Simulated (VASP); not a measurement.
# BiB (rocksalt type) (Fm-3m) in VASP: single point with PBE

Aim: the single point of BiB (rocksalt type) with PBE.

Everything below comes from runs of VASP 6.6.1. Logs are shortened: lines on timing, memory, paths and dates and some standing lists are left out, and cuts for length are marked.

### 1 The cell of the first run

Symmetry: Fm-3m, No. 225, cubic system. Conventional cell: a = 5.276 Å, b = 5.276 Å, c = 5.276 Å, α = 90.00°, β = 90.00°, γ = 90.00°. Within 3.5 Å of B (site symmetry m-3m) lie 6 Bi at 2.64 Å. Bi (site symmetry m-3m) has 6 B at 2.64 Å within 3.5 Å.

### 2 Single point, PBE, non-collinear spin, zero start, spin-orbit coupling

File INCAR:

```
SYSTEM = BiB
PREC = Accurate
ENCUT = 520
EDIFF = 1E-6
ISMEAR = -1
SIGMA = 0.05
LREAL = .False.
LASPH = .True.
NELM = 150
ALGO = Normal
ISIF = 2
LWAVE = .False.
LCHARG = .False.
MAGMOM = 0 0 0 0 0 0
LORBIT = 11
LSORBIT = .True.
GGA_COMPAT = .False.
LORBMOM = .True.
GGA = PE
NBANDS = 30
```

File KPOINTS:

```
regular mesh
0
Gamma
  12 12 12
  0 0 0
```

File POSCAR:

```
BiB
1.0
    0.0000000000      2.6380753196      2.6380753196
    2.6380753196      0.0000000000      2.6380753196
    2.6380753196      2.6380753196      0.0000000000
B Bi
1 1
Direct
    0.0000000000      0.0000000000      0.0000000000
    0.5000000000      0.5000000000      0.5000000000
```

Potentials or basis: VASP PAW PBE potentials, release 64 (B, Bi_d).

Started as:

```bash
cat potpaw_PBE.64/B/POTCAR potpaw_PBE.64/Bi_d/POTCAR > POTCAR
mpirun -np 1 vasp_ncl > vasp.out
```

OUTCAR:

```text
SYSTEM = BiB
   PREC = Accurate
   ENCUT = 520
   EDIFF = 1E-6
   ISMEAR = -1
   LREAL = .False.
   LASPH = .True.
   NELM = 150
   ISIF = 2
   LORBIT = 11
   LSORBIT = .True.
   GGA = PE

 ion  position               nearest neighbor table
   1  0.000  0.000  0.000-   2 2.64   2 2.64   2 2.64   2 2.64   2 2.64   2 2.64
   2  0.500  0.500  0.500-   1 2.64   1 2.64   1 2.64   1 2.64   1 2.64   1 2.64

  LATTYP: Found a face centered cubic cell.
 ALAT       =     5.2761506392

  Lattice vectors:

 A1 = (   0.0000000000,   2.6380753196,   2.6380753196)
 A2 = (   2.6380753196,   0.0000000000,   2.6380753196)
 A3 = (   2.6380753196,   2.6380753196,   0.0000000000)

Analysis of symmetry for initial positions (statically):
=====================================================================
 Subroutine PRICEL returns:
 Original cell was already a primitive cell.

 Routine SETGRP: Setting up the symmetry group for a
 face centered cubic supercell.

 Subroutine GETGRP returns: Found 48 space group operations
 (whereof 48 operations were pure point group operations)
 out of a pool of 48 trial point group operations.

The static configuration has the point symmetry O_h .

Analysis of symmetry for dynamics (positions and initial velocities):
=====================================================================
 Subroutine PRICEL returns:
 Original cell was already a primitive cell.

 Routine SETGRP: Setting up the symmetry group for a
 face centered cubic supercell.

 Subroutine GETGRP returns: Found 48 space group operations
 (whereof 48 operations were pure point group operations)
 out of a pool of 48 trial point group operations.

The dynamic configuration has the point symmetry O_h .

Analysis of structural, dynamic, and magnetic symmetry:
=====================================================================
 Subroutine PRICEL returns:
 Original cell was already a primitive cell.

 Routine SETGRP: Setting up the symmetry group for a
 face centered cubic supercell.

 Subroutine GETGRP returns: Found 48 space group operations
 (whereof 48 operations were pure point group operations)
 out of a pool of 48 trial point group operations.

The overall configuration has the point symmetry O_h .

 Subroutine INISYM returns: Found 48 space group operations
 (whereof 48 operations are pure point group operations),
 and found     1 'primitive' translations

----------------------------------------------------------------------------------------

                                     Primitive cell

  volume of cell :      36.7191

  direct lattice vectors                    reciprocal lattice vectors
     0.000000000  2.638075320  2.638075320    -0.189532117  0.189532117  0.189532117
     2.638075320  0.000000000  2.638075320     0.189532117 -0.189532117  0.189532117
     2.638075320  2.638075320  0.000000000     0.189532117  0.189532117 -0.189532117

  length of vectors
     3.730801896  3.730801896  3.730801896     0.328279256  0.328279256  0.328279256

  position of ions in fractional coordinates (direct lattice)
     0.000000000  0.000000000  0.000000000
     0.500000000  0.500000000  0.500000000

  ion indices of the primitive-cell ions
   primitive index   ion index
                 1           1
                 2           2

----------------------------------------------------------------------------------------

 KPOINTS: regular mesh

Automatic generation of k-mesh.
 Grid dimensions read from file:
 generate k-points for:   12   12   12

 Generating k-lattice:

  Cartesian coordinates                     Fractional coordinates (reciprocal lattice)
[... 92 lines left out ...]
  volume of cell :       36.72
 maximum number of plane-waves:      2008
   NGX = 13   NGY = 13   NGZ = 13

 number of electron      18.0000000 magnetization       0.0000000      0.0000000      0.0000000

 number of electron      18.0000000 magnetization       0.0000000      0.0000000     -0.0000000

 number of electron      18.0000000 magnetization      -0.0000000      0.0000000     -0.0000000

 Free energy of the ion-electron system (eV)
  ---------------------------------------------------
  ext. energy  EPLUGINS =         0.00000000
  ---------------------------------------------------
  free energy    TOTEN  =        -8.88483419 eV

  energy without entropy =       -8.87598589  energy(sigma->0) =       -8.88041004

 E-fermi :   8.0539     XC(G=0): -10.9024

 val. band max:        8.0414424727   @ k =  -0.1667   0.2500   0.0833
 cond. band min:       8.0709901216   @ k =   0.0000   0.0000   0.0000
 fundamental gap:      0.0295476489
 Fermi energy:         8.0538816416

 k-point     1 :       0.0000    0.0000    0.0000
  band No.  band energies     occupation
      1     -16.3410      1.00000
      2     -16.3410      1.00000
      3     -16.3410      1.00000
      4     -16.3410      1.00000
      5     -13.3990      1.00000
      6     -13.3990      1.00000
[... 781 lines left out ...]
     29      19.9491      0.00000
     30      19.9491      0.00000

 [... further k-points ...]

------------------------ aborting loop because EDIFF is reached ----------------------------------------

  FORCE on cell =-STRESS in cart. coord.  units (eV):
  Direction    XX          YY          ZZ          XY          YZ          ZX
  --------------------------------------------------------------------------------------
  -------------------------------------------------------------------------------------
  Total        0.1789940      0.1789940      0.1789940     -0.0000000     -0.0000000     -0.0000000
  in kB        7.8101162      7.8101162      7.8101162     -0.0000000     -0.0000000     -0.0000000
  external PRESSURE =       7.8101162 kB  Pullay stress =       0.0000000 kB

 VOLUME and BASIS-vectors are now :
 -----------------------------------------------------------------------------
  energy-cutoff  :      520.00
  volume of cell :       36.72
      direct lattice vectors                 reciprocal lattice vectors
     0.000000000  2.638075320  2.638075320    -0.189532117  0.189532117  0.189532117
     2.638075320  0.000000000  2.638075320     0.189532117 -0.189532117  0.189532117
     2.638075320  2.638075320  0.000000000     0.189532117  0.189532117 -0.189532117

 POSITION                                       TOTAL-FORCE (eV/Angst)
 -----------------------------------------------------------------------------------
      0.00000      0.00000      0.00000         0.000000     -0.000000      0.000000
      2.63808      2.63808      2.63808        -0.000000      0.000000     -0.000000
 -----------------------------------------------------------------------------------
    total drift:                                0.000000      0.000000      0.000000

  FREE ENERGIE OF THE ION-ELECTRON SYSTEM (eV)
  ---------------------------------------------------
  free  energy   TOTEN  =        -8.8848341882 eV

  energy  without entropy=       -8.8759858948  energy(sigma->0) =       -8.88041004

 orbital moment (x)

 # of ion     p       d       tot
 ----------------------------------------
  1         0.000   0.000   0.000
  2         0.000   0.000   0.000
 ----------------------------------------
            0.000   0.000   0.000

 orbital moment (y)

 # of ion     p       d       tot
 ----------------------------------------
  1         0.000   0.000   0.000
  2         0.000  -0.000  -0.000
 ----------------------------------------
            0.000  -0.000  -0.000

 orbital moment (z)

 # of ion     p       d       tot
 ----------------------------------------
  1         0.000   0.000   0.000
  2         0.000   0.000   0.000
 ----------------------------------------
            0.000   0.000   0.000

 Spin-Orbit-Coupling matrix elements

 Ion:    1  E_soc:     -0.0001146
 l=   1
     0.0000000    -0.0000191    -0.0000191
    -0.0000191     0.0000000    -0.0000191
    -0.0000191    -0.0000191     0.0000000
 l=   2
     0.0000000     0.0000000     0.0000000     0.0000000     0.0000000
     0.0000000     0.0000000     0.0000000     0.0000000     0.0000000
     0.0000000     0.0000000     0.0000000     0.0000000     0.0000000
     0.0000000     0.0000000     0.0000000     0.0000000     0.0000000
     0.0000000     0.0000000     0.0000000     0.0000000     0.0000000
 l=   3
     0.0000000     0.0000000     0.0000000     0.0000000     0.0000000     0.0000000     0.0000000
     0.0000000     0.0000000     0.0000000     0.0000000     0.0000000     0.0000000     0.0000000
     0.0000000     0.0000000     0.0000000     0.0000000     0.0000000     0.0000000     0.0000000
     0.0000000     0.0000000     0.0000000     0.0000000     0.0000000     0.0000000     0.0000000
     0.0000000     0.0000000     0.0000000     0.0000000     0.0000000     0.0000000     0.0000000
     0.0000000     0.0000000     0.0000000     0.0000000     0.0000000     0.0000000     0.0000000
     0.0000000     0.0000000     0.0000000     0.0000000     0.0000000     0.0000000     0.0000000

 Ion:    2  E_soc:     -1.4390360
 l=   1
     0.0000000    -0.1742243    -0.1742243
    -0.1742243     0.0000000    -0.1742243
    -0.1742243    -0.1742243     0.0000000
 l=   2
     0.0000000    -0.0131447     0.0000000    -0.0131447    -0.0524704
    -0.0131447     0.0000000    -0.0393528    -0.0131447    -0.0131176
     0.0000000    -0.0393528     0.0000000    -0.0393528     0.0000000
    -0.0131447    -0.0131447    -0.0393528     0.0000000    -0.0131176
    -0.0524704    -0.0131176     0.0000000    -0.0131176     0.0000000
 l=   3
     0.0000000     0.0000000     0.0000000     0.0000000     0.0000000     0.0000000     0.0000000
     0.0000000     0.0000000     0.0000000     0.0000000     0.0000000     0.0000000     0.0000000
     0.0000000     0.0000000     0.0000000     0.0000000     0.0000000     0.0000000     0.0000000
     0.0000000     0.0000000     0.0000000     0.0000000     0.0000000     0.0000000     0.0000000
     0.0000000     0.0000000     0.0000000     0.0000000     0.0000000     0.0000000     0.0000000
     0.0000000     0.0000000     0.0000000     0.0000000     0.0000000     0.0000000     0.0000000
     0.0000000     0.0000000     0.0000000     0.0000000     0.0000000     0.0000000     0.0000000

 total charge

# of ion       s       p       d       tot
------------------------------------------
    1        0.757   0.813   0.000   1.570
    2        1.501   1.333   9.973  12.807
--------------------------------------------------
tot          2.258   2.146   9.973  14.376

 magnetization (x)

# of ion       s       p       d       tot
------------------------------------------
    1        0.000   0.000   0.000   0.000
    2       -0.000  -0.000   0.000  -0.000
--------------------------------------------------
tot         -0.000  -0.000   0.000  -0.000

 magnetization (y)

# of ion       s       p       d       tot
------------------------------------------
    1       -0.000   0.000   0.000   0.000
    2       -0.000  -0.000   0.000  -0.000
--------------------------------------------------
tot         -0.000  -0.000   0.000  -0.000

 magnetization (z)

# of ion       s       p       d       tot
------------------------------------------
    1       -0.000   0.000   0.000  -0.000
    2       -0.000  -0.000   0.000  -0.000
--------------------------------------------------
tot         -0.000  -0.000   0.000  -0.000
```

Wall time 60 s (1 thread of Intel Xeon 6975P-C (Granite Rapids), shared host); peak memory 0.31 GiB.

Results:

- Free energy: -8.8848 eV
- Pressure: 0.8 GPa
- Net moment: 0.00 μB per cell
- Valence electrons inside the program's atomic spheres: B 1.57; Bi 12.81

Moments on the atoms (μB; x, y, z):
```
B   0.00 0.00 0.00
Bi  0.00 0.00 0.00
```
